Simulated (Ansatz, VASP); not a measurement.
## Two plane-wave programs on PtS2

The input INCAR:

```
PREC = Accurate ; ENCUT = 520
EDIFF = 1E-6 ; ISMEAR = 0
SIGMA = 0.05 ; LREAL = F
LASPH = T ; NELM = 80
ALGO = Normal ; ISIF = 2
LWAVE = F ; LCHARG = T
GGA = PS ; LELF = T
LVHAR = T ; NBANDS = 18
```

The input KPOINTS:

```
regular mesh
0
Gamma
  12 12 8
```

Contents of POSCAR:

```
PtS2
1.0
    3.5431994758      0.0000000000      0.0000000000
   -1.7715997379      3.0685007567      0.0000000000
    0.0000000000      0.0000000000      5.0388000000
Pt S
1 2
Direct
    0.0000000000      0.0000000000      0.0000000000
    0.3376994589      0.7318450765      0.2500000000
    0.6666666667      0.3333333333      0.7500000000
```

Input for Ansatz:

```yaml
crystal:
  lattice:
    - [3.5431994758, 0.0, 0.0]
    - [-1.7715997379, 3.0685007567, 0.0]
    - [0.0, 0.0, 5.0388]
  atoms:
    - { symbol: Pt, position: [0.0, 0.0, 0.0] }
    - { symbol: S, position: [0.3376994589, 0.7318450765, 0.25] }
    - { symbol: S, position: [0.6666666667, 0.3333333333, 0.75] }
basis:
  ecutwfc: 420
kpoints:
  mp_grid: { grid: [12, 12, 8] }
hamiltonian:
  xc: pbesol
scf:
  occupations: { method: gaussian, width: 0.05 }
output:
  forces: true
  stress: true
  eigenvalues: true
```

Alike in both runs: task single point; functional PBEsol; k mesh 12 × 12 × 8; occupations gaussian, width 0.05 eV; no spin polarisation.

|  | VASP | Ansatz |
| --- | --- | --- |
| version | VASP 6.6.1 | Ansatz 0.2.0 |
| potentials or method | VASP PAW PBE potentials, release 64 (Pt, S), cutoff 520 eV | scalar-relativistic, plane waves, PAW |
| valence electrons in the cell | 22 | 30 |

Ansatz gave:

- gap on the k mesh at the Fermi level (eV): 0.31
- least direct gap on the mesh (eV): 0.44
- pressure (GPa): -0.9
- traceless stress, the component that is largest in VASP (GPa): -5.15
- rms of the force components (eV/Å): 0.888

Problem. Estimate VASP's values.

Solution. gap on the k mesh at the Fermi level (eV): 0.32; least direct gap on the mesh (eV): 0.45; pressure (GPa): -1.2; traceless stress, the component that is largest in VASP (GPa): -5.13; rms of the force components (eV/Å): 0.892.

VASP's potentials were made for PBE, not for PBEsol. Atom by atom the forces differ by 0.012 eV/Å (rms over components). VASP's potentials hold 22 valence electrons a cell and Ansatz's 30, so a difference there can come from the potentials and not from the codes.

Neither program's run includes spin-orbit coupling.
